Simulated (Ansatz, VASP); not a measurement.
**Si3N4: VASP beside Ansatz**

```
CELL_PARAMETERS angstrom
7.45355 0.00000 0.00000
-3.72678 6.45496 0.00000
0.00000 0.00000 2.84753
ATOMIC_POSITIONS crystal
Si 0.23419 0.82791 0.75000
Si 0.40628 0.23419 0.25000
Si 0.82791 0.59372 0.25000
Si 0.17209 0.40628 0.75000
Si 0.59372 0.76581 0.75000
Si 0.76581 0.17209 0.25000
N 0.33333 0.66667 0.75000
N 0.66667 0.33333 0.25000
N 0.97216 0.67051 0.75000
N 0.30165 0.97216 0.25000
N 0.67051 0.69835 0.25000
N 0.32949 0.30165 0.75000
N 0.02784 0.32949 0.25000
N 0.69835 0.02784 0.75000
```

Change from the starting cell: hydrostatic strain -2.0%.

Alike in both runs: task single point; functional PBE; k mesh 6 × 6 × 8; occupations fermi-dirac, width 0.02 eV; no spin polarisation.

|  | VASP | Ansatz |
| --- | --- | --- |
| version | VASP 6.6.1 | Ansatz 0.2.0 |
| potentials or method | VASP PAW PBE potentials, release 64 (Si, N) | plane waves, PAW |
| plane-wave cutoff (eV) | 520 | 420 |
| valence electrons in the cell | 64 | 64 |

VASP gave:

| Property | Result |
| --- | --- |
| gap on the k mesh at the Fermi level (eV) | 4.57 |
| pressure (GPa) | 22.7 |
| traceless stress, the component that is largest in VASP (GPa) | 0.89 |
| rms of the force components (eV/Å) | 0.028 |

Question: Which values does Ansatz return?

Answer: gap on the k mesh at the Fermi level (eV): 4.59; pressure (GPa): 23.0; traceless stress, the component that is largest in VASP (GPa): 0.93; rms of the force components (eV/Å): 0.028.

Atom by atom the forces differ by 0.002 eV/Å (rms over components).
